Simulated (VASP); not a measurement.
# GaAs (F-43m) in VASP: a series of runs, part 2 of 2

VASP 6.6.1. Earlier steps stand in the parts before.

### Step 3. Single point, PBE

The input, INCAR:

```
SYSTEM = GaAs
ALGO = Normal
EDIFF = 1E-6
ENCUT = 520
GGA = PE
ISIF = 2
ISMEAR = 0
LASPH = .TRUE.
LCHARG = .FALSE.
LREAL = .FALSE.
LWAVE = .FALSE.
NBANDS = 16
NELM = 80
PREC = Accurate
SIGMA = 0.05
```

The input, KPOINTS:

```
k-points
0
G
  12 12 12
  0 0 0
```

The input, POSCAR:

```
GaAs
1.0
    0.0000000000      2.8268500000      2.8268500000
    2.8268500000      0.0000000000      2.8268500000
    2.8268500000      2.8268500000      0.0000000000
Ga As
1 1
Direct
    0.0000000000      0.0000000000      0.0000000000
    0.7500000000      0.7500000000      0.7500000000
```

Potentials or basis: VASP PAW PBE potentials, release 64 (Ga_d, As).

The run is started by

```console
$ cat potpaw_PBE.64/Ga_d/POTCAR potpaw_PBE.64/As/POTCAR > POTCAR
$ mpirun -np 1 vasp_std > vasp.out
```

OUTCAR:

```text
SYSTEM = GaAs
   EDIFF = 1E-6
   ENCUT = 520
   GGA = PE
   ISIF = 2
   ISMEAR = 0
   LASPH = .TRUE.
   LREAL = .FALSE.
   NELM = 80
   PREC = Accurate

 ion  position               nearest neighbor table
   1  0.000  0.000  0.000-   2 2.45   2 2.45   2 2.45   2 2.45
   2  0.750  0.750  0.750-   1 2.45   1 2.45   1 2.45   1 2.45

  LATTYP: Found a face centered cubic cell.
 ALAT       =     5.6537000000

  Lattice vectors:

 A1 = (   0.0000000000,   2.8268500000,   2.8268500000)
 A2 = (   2.8268500000,   0.0000000000,   2.8268500000)
 A3 = (   2.8268500000,   2.8268500000,   0.0000000000)

Analysis of symmetry for initial positions (statically):
=====================================================================
 Subroutine PRICEL returns:
 Original cell was already a primitive cell.

 Routine SETGRP: Setting up the symmetry group for a
 face centered cubic supercell.

 Subroutine GETGRP returns: Found 24 space group operations
 (whereof 24 operations were pure point group operations)
 out of a pool of 48 trial point group operations.

The static configuration has the point symmetry T_d .

Analysis of symmetry for dynamics (positions and initial velocities):
=====================================================================
 Subroutine PRICEL returns:
 Original cell was already a primitive cell.

 Routine SETGRP: Setting up the symmetry group for a
 face centered cubic supercell.

 Subroutine GETGRP returns: Found 24 space group operations
 (whereof 24 operations were pure point group operations)
 out of a pool of 48 trial point group operations.

The dynamic configuration has the point symmetry T_d .

 Subroutine INISYM returns: Found 24 space group operations
 (whereof 24 operations are pure point group operations),
 and found     1 'primitive' translations

----------------------------------------------------------------------------------------

[... 101 lines left out ...]
   TEBEG  =    0.0;   TEEND  =   0.0 temperature during run
   PSTRESS=    0.0 pullay stress
   NELECT =      18.0000    total number of electrons
   NUPDOWN=      -1.0000    fix difference up-down
   EMIN   =  10.00;   EMAX   =-10.00  energy-range for DOS
[... 5 lines left out ...]
     AMIX     =   0.40;   BMIX     =  1.00
     AMIX_MAG =   1.60;   BMIX_MAG =  1.00
  volume/ion in A,a.u.               =      22.59       152.44
  Fermi-wavevector in a.u.,A,eV,Ry     =   1.204628  2.276417 19.743799  1.451128
  Thomas-Fermi vector in A             =   2.340347
   LORBIT       =      0    0 simple, 1 ext, 2 COOP (PROOUT), +10 PAW based schemes
   GGA     = PE    functional components
[... 6 lines left out ...]
 Gauss-broadening in eV      SIGMA  =   0.05
  energy-cutoff  :      520.00
  volume of cell :       45.18
 maximum number of plane-waves:      1243
 NGX is ok and might be reduce to    30
   NGX = 15   NGY = 15   NGZ = 15

 number of electron      17.9999995 magnetization

 Free energy of the ion-electron system (eV)
  ---------------------------------------------------
  ext. energy  EPLUGINS =         0.00000000
  ---------------------------------------------------
  free energy    TOTEN  =        -8.25176842 eV

  energy without entropy =       -8.25176842  energy(sigma->0) =       -8.25176842

 E-fermi :   4.1495     XC(G=0):  -9.5886

 val. band max:        3.9305553349   @ k =   0.0000   0.0000   0.0000
 cond. band min:       4.4513036709   @ k =   0.0000   0.0000   0.0000
 fundamental gap:      0.5207483360
 Fermi energy:         4.1495370406

 k-point     1 :       0.0000    0.0000    0.0000
  band No.  band energies     occupation
      1     -10.8749      2.00000
      2     -10.8749      2.00000
      3     -10.8749      2.00000
      4     -10.7957      2.00000
      5     -10.7957      2.00000
      6      -8.7949      2.00000
[... 433 lines left out ...]
      3     -10.8483      2.00000
      4     -10.7964      2.00000
      5     -10.7929      2.00000
      6      -6.8419      2.00000
[... 8 lines left out ...]
     15      14.3041      0.00000
     16      15.0527      0.00000

 [... further k-points ...]

------------------------ aborting loop because EDIFF is reached ----------------------------------------

  FORCE on cell =-STRESS in cart. coord.  units (eV):
  Direction    XX          YY          ZZ          XY          YZ          ZX
  --------------------------------------------------------------------------------------
  -------------------------------------------------------------------------------------
  Total        0.9783566      0.9783566      0.9783566      0.0000000      0.0000000      0.0000000
  in kB       34.6952079     34.6952079     34.6952079      0.0000000      0.0000000      0.0000000
  external PRESSURE =      34.6952079 kB  Pullay stress =       0.0000000 kB

 VOLUME and BASIS-vectors are now :
 -----------------------------------------------------------------------------
  energy-cutoff  :      520.00
  volume of cell :       45.18
      direct lattice vectors                 reciprocal lattice vectors
     0.000000000  2.826850000  2.826850000    -0.176875321  0.176875321  0.176875321
     2.826850000  0.000000000  2.826850000     0.176875321 -0.176875321  0.176875321
     2.826850000  2.826850000  0.000000000     0.176875321  0.176875321 -0.176875321

 POSITION                                       TOTAL-FORCE (eV/Angst)
 -----------------------------------------------------------------------------------
      0.00000      0.00000      0.00000        -0.000000     -0.000000     -0.000000
      4.24027      4.24027      4.24027         0.000000      0.000000      0.000000
 -----------------------------------------------------------------------------------
    total drift:                               -0.000002     -0.000002     -0.000002

  FREE ENERGIE OF THE ION-ELECTRON SYSTEM (eV)
  ---------------------------------------------------
  free  energy   TOTEN  =        -8.2517684201 eV

  energy  without entropy=       -8.2517684201  energy(sigma->0) =       -8.25176842
```

Run time: 33 s. Hardware: 1 thread of Intel Xeon 6975P-C (Granite Rapids), shared host; peak memory 0.2 GiB.

What came out:

| Quantity | Value |
| --- | --- |
| Free energy | -8.2518 eV |
| Pressure | 3.5 GPa |
| Band gap on the k mesh | 0.52 eV, direct |

A k mesh can miss the band edges. Expect the measured gap to be larger: semilocal functionals such as PBE lack the derivative discontinuity.
